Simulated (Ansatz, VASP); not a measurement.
# BeTe in VASP and in Ansatz

```
CELL_PARAMETERS angstrom
-1.78530 1.78530 8.65080
1.78530 -1.78530 8.65080
1.78530 1.78530 -8.65080
ATOMIC_POSITIONS crystal
Be 0.00000 0.00000 0.00000
Be 0.75000 0.25000 0.50000
Te 0.50000 0.50000 0.00000
Te 0.25000 0.75000 0.50000
```

Change from the starting cell: species swapped into the TaP type (I4_1/amd, No. 141).

Alike in both runs: functional PBE; k mesh 8 × 8 × 8; occupations gaussian, width 0.1 eV; no spin polarisation.

Ansatz relaxed the structure, and its values are those at the end. VASP's run is a single point on that final structure, the one shown.

|  | VASP | Ansatz |
| --- | --- | --- |
| version | VASP 6.6.1 | Ansatz 0.2.0 |
| potentials or method | VASP PAW PBE potentials, release 64 (Be, Te), cutoff 520 eV | scalar-relativistic, plane waves, PAW |
| valence electrons in the cell | 16 | 36 |

|  | VASP | Ansatz | Ansatz less VASP |
| --- | --- | --- | --- |
| gap on the k mesh at the Fermi level (eV) | none | none | - |
| pressure (GPa) | 0.2 | 0.1 | -0.08 |

A gap of «none» marks a metal or a gap that the smearing closes. With one functional, cell and mesh, what is left measures potentials, basis and numerics. VASP's potentials hold 16 valence electrons a cell and Ansatz's 36, so a difference there can come from the potentials and not from the codes.

Spin-orbit coupling is off throughout.
